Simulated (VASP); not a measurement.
# Zn2CdN2 (P-3m1) in VASP: single point with PBE

Aim: the single point of Zn2CdN2 with PBE.

All numbers are computed with VASP 6.6.1; they aren't measurements. Logs are shortened: lines on timing, memory, paths and dates and some standing lists are left out, and cuts for length are marked.

## 1. The cell of the first run

Symmetry: P-3m1, No. 164, trigonal system. The conventional cell has a = 3.468 Å, b = 3.468 Å, c = 6.111 Å, α = 90.00°, β = 90.00°, γ = 120.00°. Zn (site symmetry 3m) has 4 N at 2.07 to 2.33 Å and 3 Zn at 2.70 Å within 2.7 Å. Within 3.5 Å of Cd (site symmetry -3m) lie 6 N at 2.58 Å and 6 Zn at 2.94 Å and 6 Cd at 3.47 Å. N (site symmetry 3m) has 4 Zn at 2.07 to 2.33 Å and 3 Cd at 2.58 Å within 2.7 Å.

## 2. Single point, PBE

File INCAR:

```
ALGO = Normal
EDIFF = 1E-7
ENCUT = 520
GGA = PE
ISIF = 2
ISMEAR = -1
LASPH = T
LCHARG = F
LREAL = F
LWAVE = F
NBANDS = 31
NELM = 80
PREC = Accurate
SIGMA = 0.05
```

File KPOINTS:

```
k-points
0
Gamma
  6 6 4
```

File POSCAR:

```
Zn2CdN2
1.0
    3.4684690700      0.0000000000      0.0000000000
   -1.7342345400      3.0037823300      0.0000000000
    0.0000000000      0.0000000000      6.1113010200
Zn Cd N
2 1 2
Direct
    0.6666666700      0.3333333300      0.1481300000
    0.3333333300      0.6666666700      0.8518700000
    0.0000000000      0.0000000000      0.5000000000
    0.6666666700      0.3333333300      0.7660630000
    0.3333333300      0.6666666700      0.2339370000
```

Potentials or basis: VASP PAW PBE potentials, release 64 (Zn, Cd, N).

On the command line:

```sh
$ cat potpaw_PBE.64/Zn/POTCAR potpaw_PBE.64/Cd/POTCAR potpaw_PBE.64/N/POTCAR > POTCAR
$ mpirun -np 1 vasp_std > vasp.out
```

OUTCAR:

```text
EDIFF = 1E-7
   ENCUT = 520
   GGA = PE
   ISIF = 2
   ISMEAR = -1
   LASPH = T
   LREAL = F
   NELM = 80
   PREC = Accurate

 ion  position               nearest neighbor table
   1  0.667  0.333  0.148-   5 2.07   5 2.07   5 2.07   4 2.33   2 2.70   2 2.70   2 2.70   3 2.94
                             3 2.94   3 2.94
   2  0.333  0.667  0.852-   4 2.07   4 2.07   4 2.07   5 2.33   1 2.70   1 2.70   1 2.70   3 2.94
                             3 2.94   3 2.94
   3  0.000  0.000  0.500-   4 2.58   5 2.58   4 2.58   5 2.58   4 2.58   5 2.58   1 2.94   2 2.94
                             2 2.94   1 2.94   1 2.94   2 2.94
   4  0.667  0.333  0.766-   2 2.07   2 2.07   2 2.07   1 2.33   3 2.58   3 2.58   3 2.58
   5  0.333  0.667  0.234-   1 2.07   1 2.07   1 2.07   2 2.33   3 2.58   3 2.58   3 2.58

  LATTYP: Found a hexagonal cell.
 ALAT       =     3.4684690700
 C/A-ratio  =     1.7619592093

  Lattice vectors:

 A1 = (   3.4684690700,   0.0000000000,   0.0000000000)
 A2 = (  -1.7342345400,   3.0037823300,   0.0000000000)
 A3 = (   0.0000000000,   0.0000000000,   6.1113010200)

Analysis of symmetry for initial positions (statically):
=====================================================================
 Subroutine PRICEL returns:
 Original cell was already a primitive cell.

 Routine SETGRP: Setting up the symmetry group for a
 hexagonal supercell.

 Subroutine GETGRP returns: Found 12 space group operations
 (whereof 12 operations were pure point group operations)
 out of a pool of 24 trial point group operations.

The static configuration has the point symmetry D_3d.

Analysis of symmetry for dynamics (positions and initial velocities):
=====================================================================
 Subroutine PRICEL returns:
 Original cell was already a primitive cell.

 Routine SETGRP: Setting up the symmetry group for a
 hexagonal supercell.

 Subroutine GETGRP returns: Found 12 space group operations
 (whereof 12 operations were pure point group operations)
 out of a pool of 24 trial point group operations.

The dynamic configuration has the point symmetry D_3d.

 Subroutine INISYM returns: Found 12 space group operations
 (whereof 12 operations are pure point group operations),
 and found     1 'primitive' translations

----------------------------------------------------------------------------------------

                                     Primitive cell

  volume of cell :      63.6707

  direct lattice vectors                    reciprocal lattice vectors
     3.468469070  0.000000000  0.000000000     0.288311638  0.166456802  0.000000000
    -1.734234540  3.003782330  0.000000000     0.000000000  0.332913604  0.000000000
     0.000000000  0.000000000  6.111301020     0.000000000  0.000000000  0.163631279

  length of vectors
     3.468469070  3.468469075  6.111301020     0.332913604  0.332913604  0.163631279

  position of ions in fractional coordinates (direct lattice)
     0.666666670  0.333333330  0.148130000
     0.333333330  0.666666670  0.851870000
     0.000000000  0.000000000  0.500000000
     0.666666670  0.333333330  0.766063000
     0.333333330  0.666666670  0.233937000

  ion indices of the primitive-cell ions
   primitive index   ion index
                 1           1
                 2           2
                 3           3
                 4           4
                 5           5

----------------------------------------------------------------------------------------

 KPOINTS: k-points

Automatic generation of k-mesh.
 Grid dimensions read from file:
 generate k-points for:    6    6    4

 Generating k-lattice:

  Cartesian coordinates                     Fractional coordinates (reciprocal lattice)
     0.048051940  0.027742800  0.000000000     0.166666667 -0.000000000  0.000000000
     0.000000000  0.055485601  0.000000000     0.000000000  0.166666667  0.000000000
     0.000000000  0.000000000  0.040907820     0.000000000  0.000000000  0.250000000

  Length of vectors
     0.055485601  0.055485601  0.040907820

  Shift w.r.t. Gamma in fractional coordinates (k-lattice)
     0.000000000  0.000000000  0.000000000

 Subroutine IBZKPT returns following result:
 ===========================================

 Found     24 irreducible k-points:

 Following reciprocal coordinates:
            Coordinates               Weight
  0.000000  0.000000  0.000000      1.000000
  0.166667 -0.000000  0.000000      6.000000
  0.333333 -0.000000  0.000000      6.000000
  0.500000 -0.000000  0.000000      3.000000
  0.166667  0.166667  0.000000      6.000000
  0.333333  0.166667  0.000000     12.000000
[... 16 lines left out ...]
  0.333333  0.166667  0.500000     12.000000
  0.333333  0.333333  0.500000      2.000000
   k-points           NKPTS =     24   k-points in BZ     NKDIM =     24   number of bands    NBANDS=     31
   number of dos      NEDOS =    301   number of ions     NIONS =      5
   total plane-waves  NPLWV =  37632
   dimension x,y,z NGX =    28 NGY =   28 NGZ =   48
   dimension x,y,z NGXF=    56 NGYF=   56 NGZF=   96
   ions per type =               2   1   2
   NGX,Y,Z   is equivalent  to a cutoff of  13.42, 13.42, 13.06 a.u.
   NGXF,Y,Z  is equivalent  to a cutoff of  26.84, 26.84, 26.11 a.u.
 SYSTEM =  unknown system
   PREC   = accura    normal or accurate (medium, high low for compatibility)
   ISTART =      0    job   : 0-new  1-cont  2-samecut
   ICHARG =      2    charge: 1-file 2-atom 10-const
   ISPIN  =      1    spin polarized calculation?
   LNONCOLLINEAR =      F non collinear calculations
   LSORBIT =      F    spin-orbit coupling
   LASPH  =      T    aspherical Exc in radial PAW
   ENCUT  =  520.0 eV  38.22 Ry    6.18 a.u.   6.45  6.45 11.36*2*pi/ulx,y,z
   NELM   =     80;   NELMIN=  2; NELMDL= -5     # of ELM steps
   EDIFF  = 0.1E-06   stopping-criterion for ELM
   LREAL  =      F    real-space projection
   EDIFFG = 0.1E-05   stopping-criterion for IOM
   NSW    =      0    number of steps for IOM
   IBRION =     -1    ionic relax: 0-MD 1-quasi-New 2-CG
   NFREE  =      0    steps in history (QN), initial steepest desc. (CG)
   ISIF   =      2    stress and relaxation
   ISYM   =      2    0-nonsym 1-usesym 2-fastsym
   POTIM  = 0.5000    time-step for ionic-motion
   TEBEG  =    0.0;   TEEND  =   0.0 temperature during run
   PSTRESS=    0.0 pullay stress
   NELECT =      46.0000    total number of electrons
   NUPDOWN=      -1.0000    fix difference up-down
   EMIN   =  10.00;   EMAX   =-10.00  energy-range for DOS
   EFERMI =   0.00;   METHOD = LEGACY
   ISMEAR =    -1;   SIGMA  =   0.05  broadening in eV -4-tet -1-fermi 0-gaus
   EFERMI_NEDOS =   21; number of points for ismear=-14 and -15
   IALGO  =     38    algorithm
   IMIX   =      4    mixing-type and parameters
     AMIX     =   0.40;   BMIX     =  1.00
     AMIX_MAG =   1.60;   BMIX_MAG =  1.00
  volume/ion in A,a.u.               =      12.73        85.93
  Fermi-wavevector in a.u.,A,eV,Ry     =   1.468974  2.775958 29.359804  2.157885
  Thomas-Fermi vector in A             =   2.584407
   LORBIT       =      0    0 simple, 1 ext, 2 COOP (PROOUT), +10 PAW based schemes
   GGA     = PE    functional components
   LHFCALC =     F    Hartree Fock is set to
   AEXX    =    0.0000 exact exchange contribution
   IVDW    =     0    specifies the selected vdW correction
   LEPSILON=     F    determine dielectric tensor
   LRPA    =     F    only Hartree local field effects (RPA)
 non-spin polarized calculation
  energy-cutoff  :      520.00
  volume of cell :       63.67
 maximum number of plane-waves:      1738
 NGX is ok and might be reduce to    28
   NGX = 13   NGY = 13   NGZ = 23

 number of electron      46.0000004 magnetization

 Free energy of the ion-electron system (eV)
  ---------------------------------------------------
  ext. energy  EPLUGINS =         0.00000000
  ---------------------------------------------------
  free energy    TOTEN  =       -18.04148136 eV

  energy without entropy =      -18.03968750  energy(sigma->0) =      -18.04058443

 E-fermi :   3.0864     XC(G=0): -11.6187

 val. band max:        3.0511817022   @ k =   0.0000   0.0000   0.5000
 cond. band min:       3.5052667138   @ k =   0.0000   0.0000   0.2500
 fundamental gap:      0.4540850116
 Fermi energy:         3.0864172240

 k-point     1 :       0.0000    0.0000    0.0000
  band No.  band energies     occupation
      1     -11.8004      2.00000
      2     -10.8060      2.00000
      3      -5.4829      2.00000
      4      -5.3137      2.00000
      5      -5.3137      2.00000
      6      -5.1198      2.00000
[... 23 lines left out ...]
     30      12.9508      0.00000
     31      12.9508      0.00000

 k-point     2 :       0.1667   -0.0000    0.0000
  band No.  band energies     occupation
      1     -11.5635      2.00000
      2     -10.7115      2.00000
      3      -5.4125      2.00000
      4      -5.3050      2.00000
      5      -5.2049      2.00000
      6      -5.1594      2.00000
[... 23 lines left out ...]
     30      12.3570      0.00000
     31      12.8788      0.00000

 k-point     3 :       0.3333   -0.0000    0.0000
  band No.  band energies     occupation
      1     -11.0080      2.00000
      2     -10.5366      2.00000
      3      -5.5107      2.00000
      4      -5.3308      2.00000
      5      -5.2427      2.00000
      6      -5.0673      2.00000
[... 23 lines left out ...]
     30      12.1432      0.00000
     31      13.1546      0.00000

 k-point     4 :       0.5000   -0.0000    0.0000
  band No.  band energies     occupation
      1     -10.6120      2.00000
      2     -10.5221      2.00000
      3      -5.6402      2.00000
      4      -5.3289      2.00000
      5      -5.2782      2.00000
      6      -5.0245      2.00000
[... 635 lines left out ...]
     30      11.7344      0.00000
     31      12.4141      0.00000

 k-point    23 :       0.3333    0.1667    0.5000
  band No.  band energies     occupation
      1     -10.6827      2.00000
      2     -10.4435      2.00000
      3      -5.5239      2.00000
      4      -5.3080      2.00000
      5      -5.2078      2.00000
      6      -5.0867      2.00000
[... 23 lines left out ...]
     30      11.5289      0.00000
     31      12.9729      0.00000

 k-point    24 :       0.3333    0.3333    0.5000
  band No.  band energies     occupation
      1     -10.4650      2.00000
      2     -10.4650      2.00000
      3      -5.3650      2.00000
      4      -5.3650      2.00000
      5      -5.1574      2.00000
      6      -5.0563      2.00000
[... 23 lines left out ...]
     30      11.6691      0.00000
     31      14.2680      0.00000

------------------------ aborting loop because EDIFF is reached ----------------------------------------

  FORCE on cell =-STRESS in cart. coord.  units (eV):
  Direction    XX          YY          ZZ          XY          YZ          ZX
  --------------------------------------------------------------------------------------
  -------------------------------------------------------------------------------------
  Total       -0.1054134     -0.1054134     -0.1119481      0.0000000     -0.0000000      0.0000000
  in kB       -2.6525672     -2.6525672     -2.8170031      0.0000000     -0.0000000      0.0000000
  external PRESSURE =      -2.7073792 kB  Pullay stress =       0.0000000 kB

 VOLUME and BASIS-vectors are now :
 -----------------------------------------------------------------------------
  energy-cutoff  :      520.00
  volume of cell :       63.67
      direct lattice vectors                 reciprocal lattice vectors
     3.468469070  0.000000000  0.000000000     0.288311638  0.166456802  0.000000000
    -1.734234540  3.003782330  0.000000000     0.000000000  0.332913604  0.000000000
     0.000000000  0.000000000  6.111301020     0.000000000  0.000000000  0.163631279

 POSITION                                       TOTAL-FORCE (eV/Angst)
 -----------------------------------------------------------------------------------
      1.73423      1.00126      0.90527         0.000000      0.000000      0.007272
     -0.00000      2.00252      5.20603        -0.000000      0.000000     -0.007272
      0.00000      0.00000      3.05565         0.000000      0.000000      0.000000
      1.73423      1.00126      4.68164         0.000000      0.000000      0.006328
     -0.00000      2.00252      1.42966        -0.000000      0.000000     -0.006328
 -----------------------------------------------------------------------------------
    total drift:                               -0.000000      0.000000      0.000000

  FREE ENERGIE OF THE ION-ELECTRON SYSTEM (eV)
  ---------------------------------------------------
  free  energy   TOTEN  =       -18.0414813612 eV

  energy  without entropy=      -18.0396874984  energy(sigma->0) =      -18.04058443
```

It took 99 s on 1 thread of Intel Xeon 8259CL, shared host; peak memory 0.21 GiB.

Results:

```
Free energy            : -18.0415 eV
Pressure               : -0.3 GPa
Largest force          : 0.007 eV/Å
Band gap on the k mesh : zero (bands 23 and 24 overlap by 0.22 eV)
```

Forces in eV/Å, atoms in the order of the input:
```
Zn   0.000  0.000  0.007
Zn   0.000  0.000 -0.007
Cd   0.000  0.000  0.000
N    0.000  0.000  0.006
N    0.000  0.000 -0.006
```

Levels at points of the mesh, in eV from the Fermi level:
| k point | band 20 | band 21 | band 22 | band 23 | band 24 | band 25 | band 26 | band 27 |
| --- | --- | --- | --- | --- | --- | --- | --- | --- |
| (0.00, 0.00, 0.00) | -0.67 | -0.48 | -0.48 | -0.26 | -0.26 | 2.16 | 5.52 | 8.47 |
| (0.50, 0.00, 0.00) | -3.30 | -2.54 | -1.50 | -0.92 | 2.83 | 2.85 | 4.40 | 5.85 |
| (0.00, 0.00, 0.50) | -0.67 | -0.67 | -0.04 | -0.04 | 1.32 | 1.75 | 5.81 | 5.95 |
| (0.50, 0.00, 0.50) | -1.92 | -1.79 | -1.56 | -1.43 | 1.54 | 2.29 | 5.61 | 6.05 |
